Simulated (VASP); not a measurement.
A run of VASP 6.6.1 is set up as follows.

File INCAR:

```
PREC = Accurate
ENCUT = 520
EDIFF = 1E-7
ISMEAR = -1
SIGMA = 0.1
LREAL = False
LASPH = True
NELM = 100
ALGO = Normal
ISIF = 2
LWAVE = False
LCHARG = True
GGA = B5
ALDAX = 1.0
AGGAX = 1.0
AGGAC = 1.0
ALDAC = 0.0
LELF = True
LVHAR = True
NBANDS = 20
```

KPOINTS

```
Automatic mesh
0
Gamma
  15 15 15
```

The input POSCAR:

```
Ga
1.0
    0.0000000000      3.0225707249      3.0225707249
    3.0225707249      0.0000000000      3.0225707249
    3.0225707249      3.0225707249      0.0000000000
Ga
2
Direct
    0.1250000000      0.1250000000      0.1250000000
    0.8750000000      0.8750000000      0.8750000000
```

Potentials or basis: VASP PAW PBE potentials, release 64 (Ga_d).

The run is started by

```bash
$ cat potpaw_PBE.64/Ga_d/POTCAR > POTCAR
$ mpirun -np 1 vasp_std > vasp.out
```

Problem. Predict the band gap on the k mesh.

Solution. Zero (band 13 reaches 4.98 eV, above the bottom of band 14 at 1.54 eV).

Problem. What does it give for the pressure?

Solution. 0.2 GPa.

Caveat: the PAW data sets were made with another functional, which shifts forces and pressure a little.
